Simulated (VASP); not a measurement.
A run of VASP 6.6.1:

POSCAR

```
CdS
1.0
    3.8410415908      0.0000000000      0.0000000000
   -1.9205207954      3.3264395946      0.0000000000
    0.0000000000      0.0000000000      6.4452705618
Cd S
2 2
Direct
    0.0000000000      0.0000000000      0.0000000000
    0.0000000000      0.0000000000      0.5000000000
    0.3333333333      0.6666666667      0.2500000000
    0.6666666667      0.3333333333      0.7500000000
```

The input INCAR.step1:

```
PREC = Accurate
ENCUT = 520
ISMEAR = 0
SIGMA = 0.01
LREAL = F
LASPH = T
NELM = 60
NBANDS = 26
GGA = PE
ALGO = Normal
EDIFF = 1E-4
LWAVE = T
LCHARG = F
```

Contents of INCAR.step2:

```
PREC = Accurate
ENCUT = 520
EDIFF = 1E-7
ISMEAR = 0
SIGMA = 0.01
LREAL = F
LASPH = T
NELM = 60
ALGO = Normal
ISIF = 2
LWAVE = F
LCHARG = T
METAGGA = R2SCAN
LMIXTAU = T
LELF = T
LVHAR = T
NBANDS = 26
ISTART = 1
```

Contents of KPOINTS:

```
regular mesh
0
Gamma
  6 6 4
```

Potentials or basis: VASP PAW PBE potentials, release 64 (Cd, S).

Run with:

```bash
$ cat potpaw_PBE.64/Cd/POTCAR potpaw_PBE.64/S/POTCAR > POTCAR
$ cp INCAR.step1 INCAR
$ mpirun -np 1 vasp_std > vasp.out
$ cp INCAR.step2 INCAR
$ mpirun -np 1 vasp_std > vasp.out
```

Hardware: 1 thread of Intel Xeon 8259CL (shared host).

Q: How long does it take, and how much memory?

A: Wall time 3.2 min on 1 thread of Intel Xeon 8259CL, on a shared host, peak memory 0.23 GiB. Counts: k points 21.
